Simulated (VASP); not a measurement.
# Fe (Im-3m) in VASP: single point with PBE

Aim: the single point of Fe with PBE.

Program: VASP 6.6.1. These are calculated values, not measurements. Logs are shortened: lines on timing, memory, paths and dates and some standing lists are left out, and cuts for length are marked.

## Step 1: The cell of the first run

The structure is cubic, space group Im-3m (No. 229). The conventional cell has a = 3.254 Å, b = 3.254 Å, c = 3.254 Å, α = 90.00°, β = 90.00°, γ = 90.00°. Within 3.7 Å of Fe (site symmetry m-3m) lie 14 Fe at 2.82 to 3.25 Å.

## Step 2: Single point, PBE, collinear spin, ferromagnetic start (Zn replaced by Fe, lengths x 1.049, strained)

INCAR reads:

```
  PREC = Accurate
  ENCUT = 520
  EDIFF = 1E-6
  ISMEAR = 0
  SIGMA = 0.1
  LREAL = F
  LASPH = T
  NELM = 150
  ALGO = Fast
  ISIF = 2
  LWAVE = F
  LCHARG = F
  ISPIN = 2
  MAGMOM = 4
  LORBIT = 11
  LMAXMIX = 4
  GGA = PE
  NBANDS = 14
```

KPOINTS reads:

```
regular mesh
0
Gamma
  8 8 8
```

POSCAR reads:

```
Fe
1.0
   -1.6268598717      1.6268598717      1.6268598717
    1.6268598717     -1.6268598717      1.6268598717
    1.6268598717      1.6268598717     -1.6268598717
Fe
1
Direct
    0.0000000000      0.0000000000      0.0000000000
```

Potentials or basis: VASP PAW PBE potentials, release 64 (Fe).

The run is started by

```
$ cat potpaw_PBE.64/Fe/POTCAR > POTCAR
$ mpirun -np 1 vasp_std > vasp.out
```

OUTCAR:

```text
PREC = Accurate
   ENCUT = 520
   EDIFF = 1E-6
   ISMEAR = 0
   LREAL = F
   LASPH = T
   NELM = 150
   ISIF = 2
   ISPIN = 2
   LORBIT = 11
   GGA = PE

 ion  position               nearest neighbor table
   1  0.000  0.000  0.000-

  LATTYP: Found a body centered cubic cell.
 ALAT       =     3.2537197434

  Lattice vectors:

 A1 = (  -1.6268598717,   1.6268598717,   1.6268598717)
 A2 = (   1.6268598717,  -1.6268598717,   1.6268598717)
 A3 = (   1.6268598717,   1.6268598717,  -1.6268598717)

Analysis of symmetry for initial positions (statically):
=====================================================================
 Subroutine PRICEL returns:
 Original cell was already a primitive cell.

 Routine SETGRP: Setting up the symmetry group for a
 body centered cubic supercell.

 Subroutine GETGRP returns: Found 48 space group operations
 (whereof 48 operations were pure point group operations)
 out of a pool of 48 trial point group operations.

The static configuration has the point symmetry O_h .

Analysis of symmetry for dynamics (positions and initial velocities):
=====================================================================
 Subroutine PRICEL returns:
 Original cell was already a primitive cell.

 Routine SETGRP: Setting up the symmetry group for a
 body centered cubic supercell.

 Subroutine GETGRP returns: Found 48 space group operations
 (whereof 48 operations were pure point group operations)
 out of a pool of 48 trial point group operations.

The dynamic configuration has the point symmetry O_h .

Analysis of structural, dynamic, and magnetic symmetry:
=====================================================================
 Subroutine PRICEL returns:
 Original cell was already a primitive cell.

 Routine SETGRP: Setting up the symmetry group for a
 body centered cubic supercell.

 Subroutine GETGRP returns: Found 48 space group operations
 (whereof 48 operations were pure point group operations)
 out of a pool of 48 trial point group operations.

The overall configuration has the point symmetry O_h .

 Subroutine INISYM returns: Found 48 space group operations
 (whereof 48 operations are pure point group operations),
 and found     1 'primitive' translations

----------------------------------------------------------------------------------------

                                     Primitive cell

  volume of cell :      17.2231

  direct lattice vectors                    reciprocal lattice vectors
    -1.626859872  1.626859872  1.626859872     0.000000000  0.307340545  0.307340545
     1.626859872 -1.626859872  1.626859872     0.307340545  0.000000000  0.307340545
     1.626859872  1.626859872 -1.626859872     0.307340545  0.307340545  0.000000000

  length of vectors
     2.817803955  2.817803955  2.817803955     0.434645167  0.434645167  0.434645167

  position of ions in fractional coordinates (direct lattice)
     0.000000000  0.000000000  0.000000000

  ion indices of the primitive-cell ions
   primitive index   ion index
                 1           1

----------------------------------------------------------------------------------------

 KPOINTS: regular mesh

Automatic generation of k-mesh.
 Grid dimensions read from file:
 generate k-points for:    8    8    8

 Generating k-lattice:

  Cartesian coordinates                     Fractional coordinates (reciprocal lattice)
     0.000000000  0.038417568  0.038417568     0.125000000  0.000000000  0.000000000
     0.038417568  0.000000000  0.038417568     0.000000000  0.125000000  0.000000000
     0.038417568  0.038417568  0.000000000     0.000000000  0.000000000  0.125000000

  Length of vectors
     0.054330646  0.054330646  0.054330646

  Shift w.r.t. Gamma in fractional coordinates (k-lattice)
     0.000000000  0.000000000  0.000000000

 Subroutine IBZKPT returns following result:
 ===========================================

 Found     29 irreducible k-points:

 Following reciprocal coordinates:
            Coordinates               Weight
  0.000000  0.000000  0.000000      1.000000
  0.125000  0.000000  0.000000     12.000000
  0.250000  0.000000  0.000000     12.000000
  0.375000  0.000000  0.000000     12.000000
  0.500000  0.000000  0.000000      6.000000
  0.125000  0.125000  0.000000     24.000000
[... 16 lines left out ...]
 -0.250000  0.250000  0.250000      6.000000
 -0.375000  0.375000  0.250000     24.000000
 [... further k-points ...]
   k-points           NKPTS =     29   k-points in BZ     NKDIM =     29   number of bands    NBANDS=     14
   number of dos      NEDOS =    301   number of ions     NIONS =      1
   total plane-waves  NPLWV =  13824
   dimension x,y,z NGX =    24 NGY =   24 NGZ =   24
   dimension x,y,z NGXF=    48 NGYF=   48 NGZF=   48
   ions per type =               1
   NGX,Y,Z   is equivalent  to a cutoff of  14.16, 14.16, 14.16 a.u.
   NGXF,Y,Z  is equivalent  to a cutoff of  28.32, 28.32, 28.32 a.u.
 SYSTEM =  unknown system
   PREC   = accura    normal or accurate (medium, high low for compatibility)
   ISTART =      0    job   : 0-new  1-cont  2-samecut
   ICHARG =      2    charge: 1-file 2-atom 10-const
   ISPIN  =      2    spin polarized calculation?
   LNONCOLLINEAR =      F non collinear calculations
   LSORBIT =      F    spin-orbit coupling
   LASPH  =      T    aspherical Exc in radial PAW
   ENCUT  =  520.0 eV  38.22 Ry    6.18 a.u.   5.24  5.24  5.24*2*pi/ulx,y,z
   NELM   =    150;   NELMIN=  2; NELMDL= -5     # of ELM steps
   EDIFF  = 0.1E-05   stopping-criterion for ELM
   LREAL  =      F    real-space projection
   EDIFFG = 0.1E-04   stopping-criterion for IOM
   NSW    =      0    number of steps for IOM
   IBRION =     -1    ionic relax: 0-MD 1-quasi-New 2-CG
   NFREE  =      0    steps in history (QN), initial steepest desc. (CG)
   ISIF   =      2    stress and relaxation
   ISYM   =      2    0-nonsym 1-usesym 2-fastsym
   POTIM  = 0.5000    time-step for ionic-motion
   TEBEG  =    0.0;   TEEND  =   0.0 temperature during run
   PSTRESS=    0.0 pullay stress
   NELECT =       8.0000    total number of electrons
   NUPDOWN=      -1.0000    fix difference up-down
   EMIN   =  10.00;   EMAX   =-10.00  energy-range for DOS
   EFERMI =   0.00;   METHOD = LEGACY
   ISMEAR =     0;   SIGMA  =   0.10  broadening in eV -4-tet -1-fermi 0-gaus
   EFERMI_NEDOS =   21; number of points for ismear=-14 and -15
   IALGO  =     68    algorithm
   IMIX   =      4    mixing-type and parameters
     AMIX     =   0.40;   BMIX     =  1.00
     AMIX_MAG =   1.60;   BMIX_MAG =  1.00
  volume/ion in A,a.u.               =      17.22       116.23
  Fermi-wavevector in a.u.,A,eV,Ry     =   1.267850  2.395890 21.870612  1.607445
  Thomas-Fermi vector in A             =   2.400976
   LORBIT       =     11    0 simple, 1 ext, 2 COOP (PROOUT), +10 PAW based schemes
   GGA     = PE    functional components
   LHFCALC =     F    Hartree Fock is set to
   AEXX    =    0.0000 exact exchange contribution
   IVDW    =     0    specifies the selected vdW correction
   LEPSILON=     F    determine dielectric tensor
   LRPA    =     F    only Hartree local field effects (RPA)
 spin polarized calculation
 RMM-DIIS sequential band-by-band and
 Gauss-broadening in eV      SIGMA  =   0.10
  energy-cutoff  :      520.00
  volume of cell :       17.22
 maximum number of plane-waves:       476
 NGX is ok and might be reduce to    24
   NGX = 11   NGY = 11   NGZ = 11

 number of electron       8.0000002 magnetization       2.7851419

 Free energy of the ion-electron system (eV)
  ---------------------------------------------------
  ext. energy  EPLUGINS =         0.00000000
  ---------------------------------------------------
  free energy    TOTEN  =        -7.53396906 eV

  energy without entropy =       -7.52652578  energy(sigma->0) =       -7.53024742

 E-fermi :   2.7686     XC(G=0): -10.9317

 val. band max:        2.7537778997   @ k =   0.2500   0.0000   0.0000
 cond. band min:       2.7819267307   @ k =  -0.2500   0.2500   0.1250
 fundamental gap:      0.0281488310
 Fermi energy:         2.7686456326

 spin component 1

 k-point     1 :       0.0000    0.0000    0.0000
  band No.  band energies     occupation
      1      -3.8176      1.00000
      2       0.3754      1.00000
      3       0.3754      1.00000
      4       0.3754      1.00000
      5       0.9928      1.00000
      6       0.9928      1.00000
      7      23.5106      0.00000
      8      23.5106      0.00000
      9      23.5106      0.00000
     10      25.2932      0.00000
     11      25.2932      0.00000
     12      25.2932      0.00000
     13      26.4226      0.00000
     14      26.4226      0.00000

 k-point     2 :       0.1250    0.0000    0.0000
  band No.  band energies     occupation
      1      -3.3504      1.00000
      2       0.2947      1.00000
      3       0.3715      1.00000
      4       0.5551      1.00000
      5       0.9287      1.00000
      6       0.9992      1.00000
      7      19.4308      0.00000
      8      21.8981      0.00000
      9      22.5214      0.00000
     10      22.5366      0.00000
     11      23.7297      0.00000
     12      24.8326      0.00000
     13      27.6279      0.00000
     14      28.8138      0.00000
[... 343 lines left out ...]
      1      -0.8867      1.00000
      2       0.0967      1.00000
      3       0.6433      1.00000
      4       0.6433      1.00000
      5       0.9994      1.00000
      6       1.8141      1.00000
      7      14.8418      0.00000
      8      14.8418      0.00000
      9      16.4685      0.00000
     10      16.9128      0.00000
     11      28.6090      0.00000
     12      28.6090      0.00000
     13      28.8628      0.00000
     14      29.5299      0.00000

 k-point    24 :      -0.3750    0.3750    0.2500
  band No.  band energies     occupation
      1      -0.4933      1.00000
      2      -0.2175      1.00000
      3       0.6525      1.00000
      4       0.8684      1.00000
      5       1.4426      1.00000
      6       3.5437      0.00000
      7      10.7660      0.00000
      8      13.1212      0.00000
      9      15.7449      0.00000
     10      18.1530      0.00000
     11      25.0268      0.00000
     12      27.5686      0.00000
     13      29.3097      0.00000
     14      33.7612      0.00000

 [... further k-points ...]

 spin component 2

 k-point     1 :       0.0000    0.0000    0.0000
  band No.  band energies     occupation
      1      -3.7840      1.00000
      2       2.9685      0.00235
      3       2.9686      0.00234
      4       2.9686      0.00234
      5       4.2062      0.00000
      6       4.2063      0.00000
      7      22.9448      0.00000
      8      22.9448      0.00000
      9      22.9448      0.00000
     10      26.3097      0.00000
     11      26.3097      0.00000
     12      26.4216      0.00000
     13      26.4216      0.00000
     14      26.4216      0.00000

 k-point     2 :       0.1250    0.0000    0.0000
  band No.  band energies     occupation
      1      -3.3137      1.00000
      2       2.8527      0.11738
      3       2.9356      0.00910
      4       3.1830      0.00000
      5       4.0998      0.00000
      6       4.2160      0.00000
      7      19.6198      0.00000
      8      21.7568      0.00000
      9      22.3390      0.00000
     10      23.4018      0.00000
     11      24.2243      0.00000
     12      25.0461      0.00000
     13      27.7713      0.00000
     14      29.0936      0.00000
[... 343 lines left out ...]
      1      -0.4132      1.00000
      2       2.8331      0.18098
      3       3.1726      0.00000
      4       3.1727      0.00000
      5       3.7389      0.00000
      6       4.6028      0.00000
      7      15.4309      0.00000
      8      15.4309      0.00000
      9      16.7127      0.00000
     10      17.4278      0.00000
     11      28.7748      0.00000
     12      28.7748      0.00000
     13      29.2785      0.00000
     14      30.0035      0.00000

 k-point    24 :      -0.3750    0.3750    0.2500
  band No.  band energies     occupation
      1       0.9247      1.00000
      2       2.2363      1.00000
      3       3.1875      0.00000
      4       3.5131      0.00000
      5       4.2774      0.00000
      6       5.2750      0.00000
      7      11.4786      0.00000
      8      13.6472      0.00000
      9      16.2091      0.00000
     10      18.5725      0.00000
     11      25.5491      0.00000
     12      27.8864      0.00000
     13      29.5375      0.00000
     14      34.0079      0.00000

 [... further k-points ...]
[... 5 lines left out ...]
  --------------------------------------------------------------------------------------
  -------------------------------------------------------------------------------------
  Total       -3.0311196     -3.0311196     -3.0311196      0.0000000      0.0000000      0.0000000
  in kB     -281.9702055   -281.9702055   -281.9702055      0.0000000      0.0000000      0.0000000
  external PRESSURE =    -281.9702055 kB  Pullay stress =       0.0000000 kB

 VOLUME and BASIS-vectors are now :
 -----------------------------------------------------------------------------
  energy-cutoff  :      520.00
  volume of cell :       17.22
      direct lattice vectors                 reciprocal lattice vectors
    -1.626859872  1.626859872  1.626859872     0.000000000  0.307340545  0.307340545
     1.626859872 -1.626859872  1.626859872     0.307340545  0.000000000  0.307340545
     1.626859872  1.626859872 -1.626859872     0.307340545  0.307340545  0.000000000

 POSITION                                       TOTAL-FORCE (eV/Angst)
 -----------------------------------------------------------------------------------
      0.00000      0.00000      0.00000        -0.000000      0.000000     -0.000000
 -----------------------------------------------------------------------------------
    total drift:                               -0.000000      0.000000      0.000000

  FREE ENERGIE OF THE ION-ELECTRON SYSTEM (eV)
  ---------------------------------------------------
  free  energy   TOTEN  =        -7.5339690625 eV

  energy  without entropy=       -7.5265257848  energy(sigma->0) =       -7.53024742

 total charge

# of ion       s       p       d       tot
------------------------------------------
    1        0.358   0.279   6.043   6.680

 magnetization (x)

# of ion       s       p       d       tot
------------------------------------------
    1       -0.011  -0.060   2.954   2.882
```

Run time: 14 s. Hardware: 1 thread of Intel Xeon Platinum 8259CL at 2.50GHz (Skylake/Cascade Lake), shared host; peak memory 0.15 GiB.

What came out:

```yaml
Free_energy: -7.5340 eV
Pressure: -28.2 GPa
Net_moment: 2.79 μB per cell
Site_moments: Fe +2.88 μB
Valence_electrons_inside_the_program's_atomic_spheres: Fe 6.68
```

Caveat: the cell differs from its parent crystal (Zn replaced by Fe, lengths x 1.049, strained).
